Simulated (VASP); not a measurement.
A run of VASP 6.6.1 is set up as follows.

File INCAR:

```
SYSTEM = Ca
PREC = Accurate ; ENCUT = 400
EDIFF = 1E-8 ; ISMEAR = -1
SIGMA = 0.08 ; LREAL = .False.
LASPH = .True. ; NELM = 120
ALGO = Normal ; ISIF = 2
LWAVE = .False. ; LCHARG = .False.
GGA = PS ; LEFG = .True.
NBANDS = 11 ; GGA_COMPAT = .False.
```

The input KPOINTS:

```
Automatic mesh
0
Gamma
  11 11 11
  0 0 0
```

The input POSCAR:

```
Ca
1.0
    0.0000000000      2.7942000000      2.7942000000
    2.7942000000      0.0000000000      2.7942000000
    2.7942000000      2.7942000000      0.0000000000
Ca
1
Direct
    0.0000000000      0.0000000000      0.0000000000
```

Potentials or basis: VASP PAW PBE potentials, release 64 (Ca_sv).

The run is started by

```console
$ cat potpaw_PBE.64/Ca_sv/POTCAR > POTCAR
$ mpirun -np 1 vasp_std > vasp.out
```

Question: Predict the pressure.

Answer: -1.1 GPa.

Question: Predict the band gap on the k mesh.

Answer: Zero (bands 5 and 6 overlap by 0.30 eV).

Caveat: the PAW data sets were made with another functional, which shifts forces and pressure a little.
